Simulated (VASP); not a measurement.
A run of VASP 6.6.1:

Contents of POSCAR:

```
MgS
1.0
    0.0000000000      2.6016500000      2.6016500000
    2.6016500000      0.0000000000      2.6016500000
    2.6016500000      2.6016500000      0.0000000000
S Mg
1 1
Direct
    0.5000000000      0.5000000000      0.5000000000
    0.0000000000      0.0000000000      0.0000000000
```

File INCAR.step1:

```
SYSTEM = MgS
PREC = Accurate ; ENCUT = 520
ISMEAR = 0 ; SIGMA = 0.01
LREAL = .False. ; LASPH = .True.
NELM = 80 ; NBANDS = 11
GGA = PE ; ALGO = Normal
EDIFF = 1E-4 ; LWAVE = .True.
LCHARG = .False.
```

File INCAR.step2:

```
SYSTEM = MgS
PREC = Accurate ; ENCUT = 520
EDIFF = 1E-6 ; ISMEAR = 0
SIGMA = 0.01 ; LREAL = .False.
LASPH = .True. ; NELM = 80
ALGO = Normal ; ISIF = 2
LWAVE = .False. ; LCHARG = .False.
METAGGA = R2SCAN ; LMIXTAU = .True.
NBANDS = 11 ; ISTART = 1
```

Contents of KPOINTS:

```
regular mesh
0
Gamma
  8 8 8
  0 0 0
```

Potentials or basis: VASP PAW PBE potentials, release 64 (S, Mg).

Command:

```console
$ cat potpaw_PBE.64/S/POTCAR potpaw_PBE.64/Mg/POTCAR > POTCAR
$ cp INCAR.step1 INCAR
$ mpirun -np 1 vasp_std > vasp.out
$ cp INCAR.step2 INCAR
$ mpirun -np 1 vasp_std > vasp.out
```

Hardware: 1 thread of Intel(R) Xeon(R) Platinum 8259CL CPU @ 2.50GHz (Skylake/Cascade Lake) (shared host).

How long does it take, and how much memory?

Wall time 61 s on 1 thread of Intel(R) Xeon(R) Platinum 8259CL CPU @ 2.50GHz (Skylake/Cascade Lake), with other jobs on the host, peak memory 0.16 GiB. Counts: k points 29.
